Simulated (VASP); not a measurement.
Input of a VASP 6.6.1 run:

File INCAR:

```
SYSTEM = Ta2N
ALGO = Normal
EDIFF = 1E-6
ENCUT = 520
GGA = RE
ISIF = 2
ISMEAR = -1
LASPH = .TRUE.
LCHARG = .FALSE.
LREAL = .FALSE.
LWAVE = .FALSE.
NBANDS = 20
NELM = 60
PREC = Accurate
SIGMA = 0.05
```

Contents of KPOINTS:

```
k-points
0
G
  10 10 6
  0 0 0
```

The input POSCAR:

```
Ta2N
1.0
    3.1075807259      0.0000000000      0.0000000000
   -1.5537903629      2.6912438529      0.0000000000
    0.0000000000      0.0000000000      4.9094002895
Ta N
2 1
Direct
    0.3333333333      0.6666666667      0.2555927486
    0.6666666667      0.3333333333      0.7444072514
    0.0000000000      0.0000000000      0.0000000000
```

Potentials or basis: VASP PAW PBE potentials, release 64 (Ta_pv, N).

The run is started by

```console
$ cat potpaw_PBE.64/Ta_pv/POTCAR potpaw_PBE.64/N/POTCAR > POTCAR
$ mpirun -np 1 vasp_std > vasp.out
```

(1) What does it give for the pressure?

(2) What does it give for the largest force?

(3) What does it give for the band gap on the k mesh?

## Answers

(1) 0.4 GPa.

(2) 0.046 eV/Å.

(3) zero (an odd number of electrons rules out a gap without spin polarisation).

Caveat: the PAW data sets were made with another functional, which shifts forces and pressure a little; spin-orbit coupling is left out, which moves the levels of the heavy elements.
